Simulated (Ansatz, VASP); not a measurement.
## One calculation of HgTe, two programs

INCAR

```
SYSTEM = HgTe
PREC = Accurate
ENCUT = 520
EDIFF = 1E-6
ISMEAR = -1
SIGMA = 0.05
LREAL = .FALSE.
LASPH = .TRUE.
NELM = 100
ALGO = Normal
ISIF = 2
LWAVE = .FALSE.
LCHARG = .FALSE.
GGA = PE
NBANDS = 16
```

The input KPOINTS:

```
regular mesh
0
G
  7 7 7
  0 0 0
```

The input POSCAR:

```
HgTe
1.0
    0.0000000000      3.1150838257      3.1150838257
    3.1150838257      0.0000000000      3.1150838257
    3.1150838257      3.1150838257      0.0000000000
Hg Te
1 1
Direct
    0.0000000000      0.0000000000      0.0000000000
    0.5000000000      0.5000000000      0.5000000000
```

input.yaml

```yaml
crystal:
  lattice:
    - [0.0, 3.1150838257, 3.1150838257]
    - [3.1150838257, 0.0, 3.1150838257]
    - [3.1150838257, 3.1150838257, 0.0]
  atoms:
    - { symbol: Hg, position: [0.0, 0.0, 0.0] }
    - { symbol: Te, position: [0.5, 0.5, 0.5] }
kpoints:
  mp_grid: { grid: [7, 7, 7] }
scf:
  occupations: { method: fermi_dirac, width: 0.05 }
hamiltonian:
  xc: pbe
  pseudopotentials: { kind: all_electron, lapw: { basis_error: 0.0005 } }
output:
  forces: true
  stress: true
  eigenvalues: true
```

Change from the starting cell: volume scaled by 0.94.

Alike in both runs: task single point; functional PBE; k mesh 7 × 7 × 7; occupations fermi-dirac, width 0.05 eV; no spin polarisation.

|  | VASP | Ansatz |
| --- | --- | --- |
| version | VASP 6.6.1 | Ansatz 0.2.0 |
| potentials or method | VASP PAW PBE potentials, release 64 (Hg, Te), cutoff 520 eV | all-electron LAPW, scalar-relativistic |

|  | VASP | Ansatz | Ansatz less VASP |
| --- | --- | --- | --- |
| gap on the k mesh at the Fermi level (eV) | none | none | - |
| pressure (GPa) | -1.8 | -1.9 | -0.08 |

A gap of «none» marks a metal or a gap that the smearing closes. Ansatz ran all-electron here, and VASP with PAW potentials.

Spin-orbit coupling is off throughout.
